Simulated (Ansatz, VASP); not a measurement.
Two plane-wave programs on Ge

Contents of INCAR:

```
SYSTEM = Ge
PREC = Accurate ; ENCUT = 520
EDIFF = 1E-7 ; ISMEAR = 0
SIGMA = 0.15 ; LREAL = .FALSE.
LASPH = .TRUE. ; NELM = 60
ALGO = Normal ; ISIF = 2
LWAVE = .FALSE. ; LCHARG = .TRUE.
GGA = PE ; LELF = .TRUE.
LVHAR = .TRUE. ; NBANDS = 21
```

The input KPOINTS:

```
Automatic mesh
0
G
  14 14 14
  0 0 0
```

File POSCAR:

```
Ge
1.0
   -0.0864160431      2.8805347716      2.8805347716
    2.8805347716     -0.0864160431      2.8805347716
    2.7941187285      2.7941187285      0.0000000000
Ge
2
Direct
    0.5000000000      0.5000000000      0.5000000000
    0.7500000000      0.7500000000      0.7500000000
```

Input for Ansatz:

```yaml
crystal:
  lattice:
    - [-0.0864160431, 2.8805347716, 2.8805347716]
    - [2.8805347716, -0.0864160431, 2.8805347716]
    - [2.7941187285, 2.7941187285, 0.0]
  atoms:
    - { symbol: Ge, position: [0.5, 0.5, 0.5] }
    - { symbol: Ge, position: [0.75, 0.75, 0.75] }
basis:
  ecutwfc: 420
kpoints:
  mp_grid: { grid: [14, 14, 14] }
hamiltonian:
  xc: pbe
scf:
  occupations: { method: gaussian, width: 0.15 }
output:
  forces: true
  stress: true
  eigenvalues: true
```

Change from the starting cell: engineering shear strain xy -0.0600, normal strain along z +0.0000.

Alike in both runs: task single point; functional PBE; k mesh 14 × 14 × 14; occupations gaussian, width 0.15 eV; no spin polarisation.

|  | VASP | Ansatz |
| --- | --- | --- |
| version | VASP 6.6.1 | Ansatz 0.2.0 |
| potentials or method | VASP PAW PBE potentials, release 64 (Ge_d), cutoff 520 eV | scalar-relativistic, plane waves, PAW |
| valence electrons in the cell | 28 | 28 |

Ansatz gave:

| Quantity | Value |
| --- | --- |
| gap on the k mesh at the Fermi level (eV) | none |
| pressure (GPa) | 0.4 |
| traceless stress, the component that is largest in VASP (GPa) | 4.35 |
| rms of the force components (eV/Å) | 0.261 |

Question: Estimate VASP's values.

Answer: gap on the k mesh at the Fermi level (eV): none; pressure (GPa): 0.3; traceless stress, the component that is largest in VASP (GPa): 4.34; rms of the force components (eV/Å): 0.259.

Atom by atom the forces differ by 0.002 eV/Å (rms over components). A gap of «none» marks a metal or a gap that the smearing closes. With one functional, cell and mesh, what is left measures potentials, basis and numerics.
